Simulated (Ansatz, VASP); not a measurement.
Two plane-wave programs on InP

Contents of INCAR:

```
SYSTEM = InP
PREC     = Accurate       ! precision mode
ENCUT    = 520            ! plane-wave cutoff, eV
EDIFF    = 1E-6           ! SCF threshold, eV
ISMEAR   = -1             ! smearing method
SIGMA    = 0.05           ! smearing width, eV
LREAL    = .False.        ! projectors in reciprocal space
LASPH    = .True.         ! aspherical terms in the spheres
NELM     = 100            ! most SCF steps
ALGO     = Normal         ! electronic algorithm
ISIF     = 2              ! what is computed and relaxed
LWAVE    = .False.        ! write WAVECAR
LCHARG   = .False.        ! write CHGCAR
GGA      = B5             ! functional
ALDAX    = 1.0          
AGGAX    = 1.0          
AGGAC    = 1.0          
ALDAC    = 0.0          
IVDW     = 12             ! dispersion correction
VDW_S6   = 1.0          
VDW_S8   = 2.6996       
VDW_A1   = 0.4298       
VDW_A2   = 4.2359       
NBANDS   = 16             ! bands
```

The input KPOINTS:

```
Automatic mesh
0
Gamma
  8 8 8
  0 0 0
```

Contents of POSCAR:

```
InP
1.0
    0.0000000000      2.9879753761      2.9879753761
    2.9879753761      0.0000000000      2.9879753761
    2.9879753761      2.9879753761      0.0000000000
In P
1 1
Direct
    0.0000000000      0.0000000000      0.0000000000
    0.7500000000      0.7500000000      0.7500000000
```

File input.yaml:

```yaml
crystal:
  lattice:
    - [0.0, 2.9879753761, 2.9879753761]
    - [2.9879753761, 0.0, 2.9879753761]
    - [2.9879753761, 2.9879753761, 0.0]
  atoms:
    - { symbol: In, position: [0.0, 0.0, 0.0] }
    - { symbol: P, position: [0.75, 0.75, 0.75] }
hamiltonian:
  xc: blyp
  pseudopotentials: { kind: paw }
  dispersion: d3bj
kpoints:
  mp_grid: { grid: [8, 8, 8] }
scf:
  occupations: { method: fermi_dirac, width: 0.05 }
output:
  forces: true
  stress: true
  eigenvalues: true
  write_density: true
  write_potential: true
  elf: true
  volumetric_format: npy
```

Alike in both runs: task single point; functional BLYP; dispersion D3(BJ); k mesh 8 × 8 × 8; occupations fermi-dirac, width 0.05 eV; no spin polarisation.

|  | VASP | Ansatz |
| --- | --- | --- |
| version | VASP 6.6.1 | Ansatz 0.2.0 |
| potentials or method | VASP PAW PBE potentials, release 64 (In_d, P) | Ansatz PAW |
| plane-wave cutoff (eV) | 520 | 420 |
| valence electrons in the cell | 18 | 18 |

|  | VASP | Ansatz | Ansatz less VASP |
| --- | --- | --- | --- |
| gap on the k mesh at the Fermi level (eV) | 0.30 | 0.27 | -0.028 |
| least direct gap on the mesh (eV) | 0.30 | 0.27 | -0.028 |
| pressure (GPa) | -1.9 | -1.9 | -0.01 |

VASP's potentials were made for PBE, not for BLYP.
